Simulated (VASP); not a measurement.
# Li7CaNb8O24 (a cell with a defect) in VASP: electric field gradients with PBE

Aim: the electric field gradients of Li7CaNb8O24 (a cell with a defect) with PBE.

All numbers are computed with VASP 6.6.1; they aren't measurements. Logs are shortened: lines on timing, memory, paths and dates and some standing lists are left out, and cuts for length are marked.

## Step 1: The cell of the first run

The cell holds a defect, 40 atoms: a = 5.550 Å, b = 11.101 Å, c = 11.101 Å, α = 55.75°, β = 55.75°, γ = 55.75°.

## Step 2: Electric field gradients, PBE, collinear spin

Input file INCAR:

```
PREC = Accurate
ENCUT = 520
EDIFF = 1E-8
ISMEAR = -1
SIGMA = 0.01
LREAL = Auto
LASPH = T
NELM = 150
ALGO = Normal
ISIF = 2
LWAVE = F
LCHARG = F
ISPIN = 2
MAGMOM = 0 0 0 0 0 0 0 0.11 0.1 0.13 0.14 0.13 0.13 0.16 0.15 -0.01 0 0 0 -0.01 0 -0.01 0 0 0 -0.01 0 -0.01 0 0 0.01 -0.01 0 -0.01 -0.01 0.01 0 -0.01 0 0
LORBIT = 11
NUPDOWN = 2.0
LMAXMIX = 4
GGA = PE
LEFG = T
NELECT = 280.0
NBANDS = 170
```

Input file KPOINTS:

```
Automatic mesh
0
Gamma
  1 1 1
  0.25 0.25 0.25
```

Input file POSCAR:

```
Li7CaNb8O24
1.0
    2.5949501352      1.4981951591      4.6722232478
   -5.1899002704      2.9963903182      9.3444464955
    0.0000000000     -5.9927806363      9.3444464955
Li Nb O Ca
7 8 24 1
Direct
    0.7164349527      0.3633524533      0.3636800058
    0.2168040971      0.1145146954      0.1105889648
    0.7400614836      0.3634006903      0.8524284848
    0.2282269613      0.1147970612      0.6047254907
    0.7112936876      0.8603141906      0.3677633355
    0.2150682741      0.6108989070      0.1153212269
    0.7216154817      0.8523528395      0.8615825189
    1.0274702416      0.5026266442      0.4960380045
    0.5067507622      0.2503182830      0.2525865600
    0.9962902950      0.4970935293      1.0138169113
    0.5179612581      0.2417342282      0.7606372279
    0.9883498672      1.0139341079      0.5000854459
    0.5073936823      0.7635982039      0.2429028715
    1.0060545447      1.0035042940      1.0028984821
    0.4816262453      0.7535046637      0.7596283725
    0.2850542914      0.3191398588      0.4402268490
    0.6265568444      0.4448535452      0.1402327051
    0.8912457977      0.1434302736      0.3120409640
    0.3885599048      0.0701411187      0.3909346877
    0.7686618404      0.1942652351      0.0683990133
    0.1343780303      0.3854152709      0.1960834833
    0.2619436366      0.3207058121      0.9414628218
    0.6845483464      0.4235763181      0.6428460306
    0.9021298824      0.1344557710      0.8161043557
    0.3984336848      0.0613503955      0.8890120866
    0.7708701420      0.1919618762      0.5696464123
    0.1637814264      0.3896103077      0.6892218506
    0.2801843748      0.8377291398      0.4248923744
    0.6367116397      0.9474641606      0.1305295548
    0.8874622572      0.6388244111      0.3215881105
    0.3949855003      0.5726469140      0.3903042845
    0.7743836938      0.6907741266      0.0711079077
    0.1356189296      0.8865168145      0.1928203556
    0.2514671437      0.8212486864      0.9430795419
    0.6461629592      0.9387897317      0.6313883898
    0.8454058842      0.6422818010      0.8368936846
    0.3783769453      0.5662248665      0.8830079626
    0.7648279201      0.6868404935      0.5756711042
    0.1316806188      0.8817249362      0.6905906555
    0.2406465512      0.6168233437      0.6199709108
```

Potentials or basis: VASP PAW PBE potentials, release 64 (Li_sv, Nb_sv, O, Ca_sv).

On the command line:

```sh
> cat potpaw_PBE.64/Li_sv/POTCAR potpaw_PBE.64/Nb_sv/POTCAR potpaw_PBE.64/O/POTCAR potpaw_PBE.64/Ca_sv/POTCAR > POTCAR
> mpirun -np 1 vasp_std > vasp.out
```

OUTCAR:

```text
PREC = Accurate
   ENCUT = 520
   EDIFF = 1E-8
   ISMEAR = -1
   LREAL = Auto
   LASPH = T
   NELM = 150
   ISIF = 2
   ISPIN = 2
   LORBIT = 11
   NUPDOWN = 2.0
   GGA = PE
   NELECT = 280.0

 ion  position               nearest neighbor table
   1  0.716  0.363  0.364-  21 2.04  26 2.04  31 2.04
   2  0.217  0.115  0.111-  18 1.99  22 2.03  29 2.04
   3  0.740  0.363  0.852-  37 2.05  27 2.07  20 2.08  23 2.19
   4  0.228  0.115  0.605-  16 2.02  24 2.04  35 2.08  19 2.26
   5  0.711  0.860  0.368-  19 2.04  38 2.06  33 2.10  28 2.23
   6  0.215  0.611  0.115-  17 2.02  30 2.03  34 2.05
   7  0.722  0.852  0.862-  39 2.04  25 2.05  32 2.05  36 2.17
   8  0.027  0.503  0.496-  30 1.93  16 1.93  23 1.96  31 2.05  38 2.08  27 2.12
   9  0.507  0.250  0.253-  19 1.92  20 1.94  21 1.96  18 2.06  16 2.07  17 2.08
  10  0.996  0.497  0.014-  17 1.92  22 1.96  36 1.98  21 2.02  32 2.05  37 2.08
  11  0.518  0.242  0.761-  25 1.92  27 1.96  26 1.97  24 2.03  22 2.05  23 2.10
  12  0.988  0.014  0.500-  35 1.93  18 1.93  28 1.97  26 1.99  39 2.08  19 2.11
  13  0.507  0.764  0.243-  32 1.92  33 1.92  31 2.00  29 2.00  28 2.05  30 2.13
  14  0.006  0.004  0.003-  24 1.94  29 1.94  34 1.94  33 2.05  20 2.06  25 2.08
  15  0.482  0.754  0.760-  39 1.93  37 1.94  38 1.99  34 2.01  36 2.07  35 2.11
  16  0.285  0.319  0.440-   8 1.93   4 2.02   9 2.07
  17  0.627  0.445  0.140-  10 1.92   6 2.02   9 2.08
[... 9 lines left out ...]
  27  0.164  0.390  0.689-  11 1.96   3 2.07   8 2.12  40 2.41
  28  0.280  0.838  0.425-  12 1.97  13 2.05  40 2.20   5 2.23
  29  0.637  0.947  0.131-  14 1.94  13 2.00   2 2.04
  30  0.887  0.639  0.322-   8 1.93   6 2.03  13 2.13
  31  0.395  0.573  0.390-  13 2.00   1 2.04   8 2.05  40 2.44
  32  0.774  0.691  0.071-  13 1.92   7 2.05  10 2.05
  33  0.136  0.887  0.193-  13 1.92  14 2.05   5 2.10
  34  0.251  0.821  0.943-  14 1.94  15 2.01   6 2.05
  35  0.646  0.939  0.631-  12 1.93   4 2.08  15 2.11
  36  0.845  0.642  0.837-  10 1.98  15 2.07   7 2.17  40 2.19
  37  0.378  0.566  0.883-  15 1.94   3 2.05  10 2.08
  38  0.765  0.687  0.576-  15 1.99   5 2.06   8 2.08  40 2.56
  39  0.132  0.882  0.691-  15 1.93   7 2.04  12 2.08
  40  0.241  0.617  0.620-  36 2.19  28 2.20  23 2.21  27 2.41  31 2.44  38 2.56

  LATTYP: Found a base centered monoclinic cell.
 ALAT       =    15.1977748150
 B/A-ratio  =     0.6829815988
 C/A-ratio  =     0.3652177897
 COS(beta)  =    -0.0918250334

  Lattice vectors:

 A1 = (   7.7848504056,  -1.4981951591,  -4.6722232477)
 A2 = (   2.5949501352,   7.4909757954,  -4.6722232477)
 A3 = (   2.5949501352,   1.4981951591,   4.6722232478)

Analysis of symmetry for initial positions (statically):
=====================================================================
 Subroutine PRICEL returns:
 Original cell was already a primitive cell.

 Routine SETGRP: Setting up the symmetry group for a
 base centered monoclinic supercell.

 Subroutine GETGRP returns: Found  1 space group operations
 (whereof  1 operations were pure point group operations)
 out of a pool of  4 trial point group operations.

The static configuration has the point symmetry C_1 .

Analysis of symmetry for dynamics (positions and initial velocities):
=====================================================================
 Subroutine PRICEL returns:
 Original cell was already a primitive cell.

 Routine SETGRP: Setting up the symmetry group for a
 base centered monoclinic supercell.

 Subroutine GETGRP returns: Found  1 space group operations
 (whereof  1 operations were pure point group operations)
 out of a pool of  4 trial point group operations.

The dynamic configuration has the point symmetry C_1 .

Analysis of structural, dynamic, and magnetic symmetry:
=====================================================================
 Subroutine PRICEL returns:
 Original cell was already a primitive cell.

 Routine SETGRP: Setting up the symmetry group for a
 base centered monoclinic supercell.

 Subroutine GETGRP returns: Found  1 space group operations
 (whereof  1 operations were pure point group operations)
 out of a pool of  4 trial point group operations.

[... 196 lines left out ...]
  free energy    TOTEN  =      -313.66578429 eV

  energy without entropy =     -313.66578417  energy(sigma->0) =     -313.66578423

 E-fermi :   4.0036     XC(G=0): -10.8420

 val. band max:        6.8972135123   @ k =   0.2500   0.2500   0.2500
 cond. band min:       7.0902680888   @ k =   0.2500   0.2500   0.2500
 fundamental gap:      0.1930545765
 Fermi energy:         7.0447913851

 spin component 1

 k-point     1 :       0.2500    0.2500    0.2500
  band No.  band energies     occupation
      1     -50.5079      1.00000
      2     -50.4783      1.00000
      3     -50.4637      1.00000
      4     -50.4590      1.00000
      5     -50.4388      1.00000
      6     -50.4207      1.00000
[... 144 lines left out ...]
    151       8.0091      0.00000
    152       8.0588      0.00000
 Fermi energy:         4.0035728339

 spin component 2

 k-point     1 :       0.2500    0.2500    0.2500
  band No.  band energies     occupation
      1     -50.3838      1.00000
      2     -50.3241      1.00000
      3     -50.3081      1.00000
      4     -50.3078      1.00000
      5     -50.3008      1.00000
      6     -50.2482      1.00000
[... 144 lines left out ...]
    151       8.2221      0.00000
    152       8.2519      0.00000
 [bands above 152 left out]

------------------------ aborting loop because EDIFF is reached ----------------------------------------

  FORCE on cell =-STRESS in cart. coord.  units (eV):
  Direction    XX          YY          ZZ          XY          YZ          ZX
  --------------------------------------------------------------------------------------
  -------------------------------------------------------------------------------------
  Total       20.9532722     21.5401285     13.1752347     -0.3171245     -0.7842101     -0.8931246
  in kB       77.0069998     79.1638011     48.4213294     -1.1654889     -2.8821114     -3.2823917
  external PRESSURE =      68.1973768 kB  Pullay stress =       0.0000000 kB

 VOLUME and BASIS-vectors are now :
 -----------------------------------------------------------------------------
  energy-cutoff  :      520.00
  volume of cell :      435.95
      direct lattice vectors                 reciprocal lattice vectors
     2.594950135  1.498195159  4.672223248     0.192681930  0.111244964  0.071343623
    -5.189900270  2.996390318  9.344446495    -0.096340965  0.055622482  0.035671811
     0.000000000 -5.992780636  9.344446495    -0.000000000 -0.111244964  0.035671811

 POSITION                                       TOTAL-FORCE (eV/Angst)
 -----------------------------------------------------------------------------------
     -0.02665     -0.01735     10.14106        -0.002729     -0.001309     -0.006591
     -0.03172      0.00521      3.11643        -0.001776     -0.003155     -0.009794
      0.03441     -2.91077     14.81898        -0.002826      0.003863     -0.002121
     -0.00355     -2.93808      7.78987        -0.000232      0.000408     -0.000470
     -2.61917      1.43957     14.79903         0.002843     -0.000288     -0.003178
     -2.61241      1.46161      7.79097        -0.000446     -0.000407     -0.007792
[... 32 lines left out ...]
     -4.23436     -1.29928     15.30766         0.010435      0.015011     -0.001929
     -2.57679     -1.50657     12.68151        -0.007505      0.008148      0.005444
 -----------------------------------------------------------------------------------
    total drift:                               -0.004688     -0.008701     -0.000589

  FREE ENERGIE OF THE ION-ELECTRON SYSTEM (eV)
  ---------------------------------------------------
  free  energy   TOTEN  =      -313.6657842882 eV

  energy  without entropy=     -313.6657841653  energy(sigma->0) =     -313.66578423

 Electric field gradients (V/A^2)
---------------------------------------------------------------------
 ion       V_xx      V_yy      V_zz      V_xy      V_xz      V_yz
---------------------------------------------------------------------
   1      -0.182    -0.177     0.359     0.037     0.080    -0.087
   2      -0.278    -0.358     0.635    -0.047    -0.015     0.101
   3      -0.323    -0.316     0.639    -0.090    -0.075     0.259
   4      -0.279    -0.335     0.614    -0.002     0.192     0.220
   5      -0.424    -0.186     0.610     0.029     0.067    -0.093
   6      -0.382    -0.314     0.696     0.040    -0.104    -0.001
[... 32 lines left out ...]
  39      -9.731    -0.595    10.326    -9.403     1.797     1.856
  40     -18.272   -24.275    42.547    -1.104     7.075    -1.543
---------------------------------------------------------------------

 Electric field gradients after diagonalization (V/A^2)
 (convention: |V_zz| > |V_xx| > |V_yy|)
----------------------------------------------------------------------
 ion       V_xx      V_yy      V_zz     asymmetry (V_yy - V_xx)/ V_zz
----------------------------------------------------------------------
   1      -0.240    -0.143     0.382       0.253
   2      -0.387    -0.259     0.646       0.197
   3      -0.429    -0.284     0.713       0.204
   4      -0.403    -0.295     0.698       0.156
   5      -0.434    -0.191     0.625       0.389
   6      -0.409    -0.297     0.706       0.158
[... 32 lines left out ...]
  39      10.637     5.220   -15.857       0.342
  40     -24.473   -18.927    43.400       0.128
----------------------------------------------------------------------

           NMR quadrupolar parameters

 Cq : quadrupolar parameter    Cq=e*Q*V_zz/h
 eta: asymmetry parameters     (V_yy - V_xx)/ V_zz
 Q  : nuclear electric quadrupole moment in mb (millibarn)
----------------------------------------------------------------------
 ion       Cq(MHz)       eta       Q (mb)
----------------------------------------------------------------------
   1       0.001       0.253       1.000
   2       0.002       0.197       1.000
   3       0.002       0.204       1.000
   4       0.002       0.156       1.000
   5       0.002       0.389       1.000
   6       0.002       0.158       1.000
[... 32 lines left out ...]
  39      -0.038       0.342       1.000
  40       0.105       0.128       1.000
----------------------------------------------------------------------

 total charge

# of ion       s       p       d       tot
------------------------------------------
    1        2.015   0.049   0.000   2.063
    2        2.016   0.050   0.000   2.066
    3        2.013   0.046   0.000   2.059
    4        2.014   0.047   0.000   2.062
    5        2.013   0.046   0.000   2.059
    6        2.015   0.048   0.000   2.062
[... 32 lines left out ...]
   39        1.568   3.504   0.000   5.073
   40        2.040   5.890   0.350   8.280
--------------------------------------------------
tot         71.411 139.550  17.133 228.094

 magnetization (x)

# of ion       s       p       d       tot
------------------------------------------
    1       -0.000   0.000   0.000   0.000
    2       -0.000   0.000   0.000   0.000
    3       -0.000   0.000   0.000   0.000
    4       -0.000   0.000   0.000   0.000
    5       -0.000   0.000   0.000   0.000
    6       -0.000   0.000   0.000   0.000
[... 32 lines left out ...]
   39       -0.000  -0.003   0.000  -0.003
   40       -0.000   0.000   0.003   0.003
--------------------------------------------------
tot          0.008  -0.077   1.686   1.617
```

Wall time 13 min (1 thread of Intel Xeon Platinum 8259CL at 2.50GHz (Skylake/Cascade Lake), shared host); peak memory 0.92 GiB.

Results:

```
Free energy                                           : -313.6658 eV
Largest force                                         : 0.067 eV/Å
Net moment                                            : 2.00 μB per cell
Site moments                                          : Li +0.00; Nb +0.18, +0.17, +0.21, +0.23, +0.20, +0.26, +0.25 (each value once); O -0.01, +0.00, -0.00, -0.02 (each value once); Ca +0.00 μB
Largest electric field gradient by atom               : Li +0.4, +0.6, +0.7 (each value once); Nb -33.4, +19.9, +20.2, +17.9, -52.9, -52.3, -23.8, -37.5; O -11.4, -14.6, +16.1, +16.9, -16.6, -10.1, +25.2, -18.6, -13.9, -10.0, -24.6, +17.4, -20.5, +14.1, -21.9, -10.8, -15.9, -12.8, -13.6, +24.6, -14.0, -16.0 (each value once); Ca +43.4 V/Å²
Valence electrons inside the program's atomic spheres : Li 2.06, 2.07 (each value once); Nb 10.44, 10.43, 10.45 (each value once); O 5.08, 5.07, 5.10, 5.09, 5.06 (each value once); Ca 8.28
```

Forces in eV/Å, atoms in the order of the input:
```
Li  -0.003 -0.001 -0.007
Li  -0.002 -0.003 -0.010
Li  -0.003  0.004 -0.002
Li   0.000  0.000  0.000
Li   0.003  0.000 -0.003
Li   0.000  0.000 -0.008
Li   0.002 -0.003 -0.007
Nb  -0.002  0.005  0.004
Nb  -0.007 -0.002  0.040
Nb  -0.021 -0.019  0.009
Nb   0.000  0.030 -0.003
Nb  -0.001 -0.001  0.009
Nb   0.000 -0.017 -0.001
Nb   0.008  0.003 -0.005
Nb   0.009  0.004  0.030
O   -0.017  0.010  0.000
O    0.019  0.003 -0.003
O   -0.016 -0.017 -0.011
O   -0.013  0.007 -0.001
O   -0.003 -0.009  0.002
O    0.016  0.015 -0.001
O   -0.006  0.009  0.006
O    0.060  0.019  0.022
O   -0.002 -0.015 -0.004
O   -0.008  0.006  0.001
O    0.009 -0.013 -0.001
O    0.022 -0.004 -0.021
O   -0.027  0.061 -0.002
O    0.016 -0.015 -0.007
O    0.000 -0.021  0.001
O   -0.019  0.019 -0.023
O   -0.004 -0.022  0.008
O    0.026  0.007  0.012
O   -0.002  0.017 -0.009
O    0.008  0.000 -0.005
O   -0.028 -0.057  0.001
O   -0.012  0.002 -0.004
O   -0.003 -0.023 -0.010
O    0.010  0.015 -0.002
Ca  -0.008  0.008  0.005
```

Electric field gradients, principal values (V/Å²):
```csv
atom,least,middle,greatest (by size)
1 Li,-0.143,-0.240,0.382
2 Li,-0.259,-0.387,0.646
3 Li,-0.284,-0.429,0.713
4 Li,-0.295,-0.403,0.698
5 Li,-0.191,-0.434,0.625
6 Li,-0.297,-0.409,0.706
7 Li,-0.175,-0.403,0.578
8 Nb,6.016,27.382,-33.398
9 Nb,-2.389,-17.500,19.889
10 Nb,-4.175,-16.071,20.246
11 Nb,-5.849,-12.018,17.867
12 Nb,10.866,42.068,-52.934
13 Nb,7.943,44.330,-52.273
14 Nb,4.723,19.121,-23.844
15 Nb,2.331,35.145,-37.476
16 O,0.846,10.506,-11.352
17 O,3.552,11.068,-14.620
18 O,-5.368,-10.716,16.084
19 O,-4.170,-12.742,16.912
20 O,4.065,7.298,-11.363
21 O,3.332,13.319,-16.650
22 O,3.422,6.647,-10.069
23 O,-2.715,-22.504,25.219
24 O,4.640,13.922,-18.562
25 O,2.039,11.826,-13.865
26 O,2.682,7.321,-10.003
27 O,3.730,20.879,-24.609
28 O,-2.261,-15.140,17.401
29 O,9.381,11.079,-20.459
30 O,-1.188,-12.877,14.065
31 O,1.247,20.628,-21.875
32 O,4.372,6.454,-10.826
33 O,5.697,10.171,-15.868
34 O,4.339,8.483,-12.822
35 O,3.537,10.050,-13.588
36 O,-6.703,-17.939,24.642
37 O,1.897,12.077,-13.974
38 O,3.873,12.081,-15.954
39 O,5.220,10.637,-15.857
40 Ca,-18.927,-24.473,43.400
```

Caveat: the k points lie up to 1.14 Å⁻¹ apart, too coarse for converged energies, forces and pressures; the cell carries a net charge on a neutralising background, which shifts energy and pressure; the cell is charged against a uniform background, so pressure and absolute levels hang on convention; the cutoff is under 1.25 times the usual one of these potentials, so pressure, stress and relaxed cells hold a basis-set (Pulay) error; the moment is held away from its start; without QUAD_EFG the Cq values of the log hold for a quadrupole moment of 1 mb, not for the nuclei; the total moment is fixed, so each spin has its own Fermi level and the state may be an excited one.
